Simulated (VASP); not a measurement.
# Mg (I4/mmm) in VASP: single point with LDA

Aim: the single point of Mg with LDA.

Program: VASP 6.6.1. These are calculated values, not measurements. Logs are shortened: lines on timing, memory, paths and dates and some standing lists are left out, and cuts for length are marked.

### 1 The cell of the first run

The structure is tetragonal, space group I4/mmm (No. 139). The conventional cell has a = 4.438 Å, b = 4.438 Å, c = 9.146 Å, α = 90.00°, β = 90.00°, γ = 90.00°. Within 5.8 Å of Mg (site symmetry 4/mmm) lie 12 Mg at 4.44 to 5.55 Å.

### 2 Single point, LDA

The input, INCAR:

```
PREC = Accurate
ENCUT = 600
EDIFF = 1E-6
ISMEAR = -1
SIGMA = 0.05
LREAL = F
LASPH = T
NELM = 120
ALGO = Normal
ISIF = 2
LWAVE = F
LCHARG = F
GGA = CA
NBANDS = 7
GGA_COMPAT = F
```

The input, KPOINTS:

```
Automatic mesh
0
Gamma
  7 7 7
```

The input, POSCAR:

```
Mg
1.0
   -2.2189133300      2.2189133300      4.5727554100
    2.2189133300     -2.2189133300      4.5727554100
    2.2189133300      2.2189133300     -4.5727554100
Mg
1
Direct
    0.0000000000      0.0000000000      0.0000000000
```

Potentials or basis: VASP PAW LDA potentials, release 64 (Mg).

On the command line:

```sh
$ cat potpaw_LDA.64/Mg/POTCAR > POTCAR
$ mpirun -np 1 vasp_std > vasp.out
```

OUTCAR:

```text
PREC = Accurate
   ENCUT = 600
   EDIFF = 1E-6
   ISMEAR = -1
   LREAL = F
   LASPH = T
   NELM = 120
   ISIF = 2
   GGA = CA

 ion  position               nearest neighbor table
   1  0.000  0.000  0.000-

  LATTYP: Found a body centered tetragonal cell.
 ALAT       =     4.4378266600
 C/A-ratio  =     2.0608084814

  Lattice vectors:

 A1 = (  -2.2189133300,   2.2189133300,   4.5727554100)
 A2 = (   2.2189133300,  -2.2189133300,   4.5727554100)
 A3 = (   2.2189133300,   2.2189133300,  -4.5727554100)

Analysis of symmetry for initial positions (statically):
=====================================================================
 Subroutine PRICEL returns:
 Original cell was already a primitive cell.

 Routine SETGRP: Setting up the symmetry group for a
 body centered tetragonal supercell.

 Subroutine GETGRP returns: Found 16 space group operations
 (whereof 16 operations were pure point group operations)
 out of a pool of 16 trial point group operations.

The static configuration has the point symmetry D_4h.

Analysis of symmetry for dynamics (positions and initial velocities):
=====================================================================
 Subroutine PRICEL returns:
 Original cell was already a primitive cell.

 Routine SETGRP: Setting up the symmetry group for a
 body centered tetragonal supercell.

 Subroutine GETGRP returns: Found 16 space group operations
 (whereof 16 operations were pure point group operations)
 out of a pool of 16 trial point group operations.

The dynamic configuration has the point symmetry D_4h.

 Subroutine INISYM returns: Found 16 space group operations
 (whereof 16 operations are pure point group operations),
 and found     1 'primitive' translations

----------------------------------------------------------------------------------------

                                     Primitive cell

  volume of cell :      90.0572

  direct lattice vectors                    reciprocal lattice vectors
    -2.218913330  2.218913330  4.572755410     0.000000000  0.225335525  0.109343264
     2.218913330 -2.218913330  4.572755410     0.225335525  0.000000000  0.109343264
     2.218913330  2.218913330 -4.572755410     0.225335525  0.225335525  0.000000000

  length of vectors
     5.545921454  5.545921454  5.545921454     0.250463666  0.250463666  0.318672555

  position of ions in fractional coordinates (direct lattice)
     0.000000000  0.000000000  0.000000000

  ion indices of the primitive-cell ions
   primitive index   ion index
                 1           1

----------------------------------------------------------------------------------------

 KPOINTS: Automatic mesh

Automatic generation of k-mesh.
 Grid dimensions read from file:
 generate k-points for:    7    7    7

 Generating k-lattice:

  Cartesian coordinates                     Fractional coordinates (reciprocal lattice)
     0.000000000  0.032190789  0.015620466     0.142857143 -0.000000000  0.000000000
     0.032190789  0.000000000  0.015620466    -0.000000000  0.142857143  0.000000000
     0.032190789  0.032190789  0.000000000     0.000000000  0.000000000  0.142857143

  Length of vectors
     0.035780524  0.035780524  0.045524651

  Shift w.r.t. Gamma in fractional coordinates (k-lattice)
     0.000000000  0.000000000  0.000000000

 Subroutine IBZKPT returns following result:
 ===========================================

 Found     40 irreducible k-points:

 Following reciprocal coordinates:
            Coordinates               Weight
  0.000000  0.000000  0.000000      1.000000
  0.142857  0.000000 -0.000000      8.000000
  0.285714  0.000000 -0.000000      8.000000
  0.428571  0.000000 -0.000000      8.000000
  0.142857  0.142857  0.000000      8.000000
  0.285714  0.142857  0.000000     16.000000
[... 16 lines left out ...]
 -0.142857  0.285714  0.142857      8.000000
 -0.428571  0.428571  0.142857      8.000000
 [... further k-points ...]
   k-points           NKPTS =     40   k-points in BZ     NKDIM =     40   number of bands    NBANDS=      7
   number of dos      NEDOS =    301   number of ions     NIONS =      1
   total plane-waves  NPLWV = 110592
   dimension x,y,z NGX =    48 NGY =   48 NGZ =   48
   dimension x,y,z NGXF=    96 NGYF=   96 NGZF=   96
   ions per type =               1
   NGX,Y,Z   is equivalent  to a cutoff of  14.39, 14.39, 14.39 a.u.
   NGXF,Y,Z  is equivalent  to a cutoff of  28.78, 28.78, 28.78 a.u.
 SYSTEM =  unknown system
   PREC   = accura    normal or accurate (medium, high low for compatibility)
   ISTART =      0    job   : 0-new  1-cont  2-samecut
   ICHARG =      2    charge: 1-file 2-atom 10-const
   ISPIN  =      1    spin polarized calculation?
   LNONCOLLINEAR =      F non collinear calculations
   LSORBIT =      F    spin-orbit coupling
   LASPH  =      T    aspherical Exc in radial PAW
   ENCUT  =  600.0 eV  44.10 Ry    6.64 a.u.  11.08 11.08 11.08*2*pi/ulx,y,z
   NELM   =    120;   NELMIN=  2; NELMDL= -5     # of ELM steps
   EDIFF  = 0.1E-05   stopping-criterion for ELM
   LREAL  =      F    real-space projection
   EDIFFG = 0.1E-04   stopping-criterion for IOM
   NSW    =      0    number of steps for IOM
   IBRION =     -1    ionic relax: 0-MD 1-quasi-New 2-CG
   NFREE  =      0    steps in history (QN), initial steepest desc. (CG)
   ISIF   =      2    stress and relaxation
   ISYM   =      2    0-nonsym 1-usesym 2-fastsym
   POTIM  = 0.5000    time-step for ionic-motion
   TEBEG  =    0.0;   TEEND  =   0.0 temperature during run
   PSTRESS=    0.0 pullay stress
   NELECT =       2.0000    total number of electrons
   NUPDOWN=      -1.0000    fix difference up-down
   EMIN   =  10.00;   EMAX   =-10.00  energy-range for DOS
   EFERMI =   0.00;   METHOD = LEGACY
   ISMEAR =    -1;   SIGMA  =   0.05  broadening in eV -4-tet -1-fermi 0-gaus
   EFERMI_NEDOS =   21; number of points for ismear=-14 and -15
   IALGO  =     38    algorithm
   IMIX   =      4    mixing-type and parameters
     AMIX     =   0.40;   BMIX     =  1.00
     AMIX_MAG =   1.60;   BMIX_MAG =  1.00
  volume/ion in A,a.u.               =      90.06       607.74
  Fermi-wavevector in a.u.,A,eV,Ry     =   0.460163  0.869582  2.881037  0.211750
  Thomas-Fermi vector in A             =   1.446471
   LORBIT       =      0    0 simple, 1 ext, 2 COOP (PROOUT), +10 PAW based schemes
   GGA     = CA    functional components
   LHFCALC =     F    Hartree Fock is set to
   AEXX    =    0.0000 exact exchange contribution
   IVDW    =     0    specifies the selected vdW correction
   LEPSILON=     F    determine dielectric tensor
   LRPA    =     F    only Hartree local field effects (RPA)
 non-spin polarized calculation
  energy-cutoff  :      600.00
  volume of cell :       90.06
 maximum number of plane-waves:      3021
 NGX is ok and might be reduce to    48
   NGX = 23   NGY = 23   NGZ = 23

 number of electron       2.0000000 magnetization

 Free energy of the ion-electron system (eV)
  ---------------------------------------------------
  ext. energy  EPLUGINS =         0.00000000
  ---------------------------------------------------
  free energy    TOTEN  =        -0.30006331 eV

  energy without entropy =       -0.29999693  energy(sigma->0) =       -0.30003012

 E-fermi :  -1.6819     XC(G=0):  -4.9234

 val. band max:       -2.0080456072   @ k =   0.4286   0.4286  -0.0000
 cond. band min:      -1.3771009645   @ k =  -0.4286  -0.4286   0.4286
 fundamental gap:      0.6309446427
 Fermi energy:        -1.6818972234

 k-point     1 :       0.0000    0.0000    0.0000
  band No.  band energies     occupation
      1      -4.5489      2.00000
      2       1.8663      0.00000
      3       3.2275      0.00000
      4       3.2275      0.00000
      5       3.4249      0.00000
      6       4.5404      0.00000
      7       5.3049      0.00000

 k-point     2 :       0.1429    0.0000   -0.0000
  band No.  band energies     occupation
      1      -4.3778      2.00000
      2       1.5031      0.00000
      3       2.0109      0.00000
      4       3.2781      0.00000
      5       3.8052      0.00000
      6       4.8063      0.00000
      7       4.9008      0.00000

 k-point     3 :       0.2857    0.0000   -0.0000
  band No.  band energies     occupation
      1      -3.8836      2.00000
      2       0.1516      0.00000
      3       1.3458      0.00000
      4       3.1576      0.00000
      5       3.4343      0.00000
      6       5.0664      0.00000
      7       5.6109      0.00000

 k-point     4 :       0.4286    0.0000   -0.0000
  band No.  band energies     occupation
      1      -3.2057      2.00000
      2      -1.1427      0.00004
      3       1.1776      0.00000
      4       2.5767      0.00000
      5       3.6256      0.00000
      6       5.3656      0.00000
      7       6.2289      0.00000

 k-point     5 :       0.1429    0.1429    0.0000
  band No.  band energies     occupation
      1      -4.1509      2.00000
      2       0.9607      0.00000
      3       1.8514      0.00000
      4       2.0858      0.00000
      5       4.2026      0.00000
      6       5.0376      0.00000
      7       5.7994      0.00000
[... 161 lines left out ...]
 k-point    22 :      -0.2857    0.2857    0.1429
  band No.  band energies     occupation
      1      -3.2358      2.00000
      2      -0.5679      0.00000
      3       0.8414      0.00000
      4       2.6174      0.00000
      5       3.8932      0.00000
      6       4.4421      0.00000
      7       5.3068      0.00000

 k-point    23 :      -0.1429    0.2857    0.1429
  band No.  band energies     occupation
      1      -3.3552      2.00000
      2      -0.7825      0.00000
      3       0.8447      0.00000
      4       3.4090      0.00000
      5       3.7119      0.00000
      6       5.2162      0.00000
      7       5.7288      0.00000

 k-point    24 :      -0.4286    0.4286    0.1429
  band No.  band energies     occupation
      1      -2.4186      2.00000
      2      -0.6453      0.00000
      3       0.3376      0.00000
      4       0.8221      0.00000
      5       3.4785      0.00000
      6       4.2426      0.00000
      7       6.2468      0.00000

 [... further k-points ...]

------------------------ aborting loop because EDIFF is reached ----------------------------------------

  FORCE on cell =-STRESS in cart. coord.  units (eV):
  Direction    XX          YY          ZZ          XY          YZ          ZX
  --------------------------------------------------------------------------------------
  -------------------------------------------------------------------------------------
  Total       -0.6003192     -0.6003192     -0.4468359      0.0000000     -0.0000000      0.0000000
  in kB      -10.6800723    -10.6800723     -7.9495035      0.0000000     -0.0000000      0.0000000
  external PRESSURE =      -9.7698827 kB  Pullay stress =       0.0000000 kB

 VOLUME and BASIS-vectors are now :
 -----------------------------------------------------------------------------
  energy-cutoff  :      600.00
  volume of cell :       90.06
      direct lattice vectors                 reciprocal lattice vectors
    -2.218913330  2.218913330  4.572755410     0.000000000  0.225335525  0.109343264
     2.218913330 -2.218913330  4.572755410     0.225335525  0.000000000  0.109343264
     2.218913330  2.218913330 -4.572755410     0.225335525  0.225335525  0.000000000

 POSITION                                       TOTAL-FORCE (eV/Angst)
 -----------------------------------------------------------------------------------
      0.00000      0.00000      0.00000        -0.000000      0.000000     -0.000000
 -----------------------------------------------------------------------------------
    total drift:                                0.000000      0.000000      0.000000

  FREE ENERGIE OF THE ION-ELECTRON SYSTEM (eV)
  ---------------------------------------------------
  free  energy   TOTEN  =        -0.3000633069 eV

  energy  without entropy=       -0.2999969299  energy(sigma->0) =       -0.30003012
```

Run time: 22 s. Hardware: 1 thread of Intel Xeon Platinum 8375C at 2.90GHz (Ice Lake), shared host; peak memory 0.23 GiB.

Results:

```
Free energy            : -0.3001 eV
Pressure               : -1.0 GPa
Band gap on the k mesh : 0.63 eV (least direct gap 1.58 eV)
```

Stress tensor (GPa, compression positive):
```
-1.07  0.00  0.00
 0.00 -1.07  0.00
 0.00  0.00 -0.79
```

Levels at points of the mesh, in eV from the valence-band top:
```
           k point  band 1  band 2  band 3  band 4  band 5  band 6
(0.00, 0.00, 0.00)   -2.54    3.87    5.24    5.24    5.43    6.55
```

Caveat: semilocal functionals underestimate gaps, and a narrow one can read as zero.
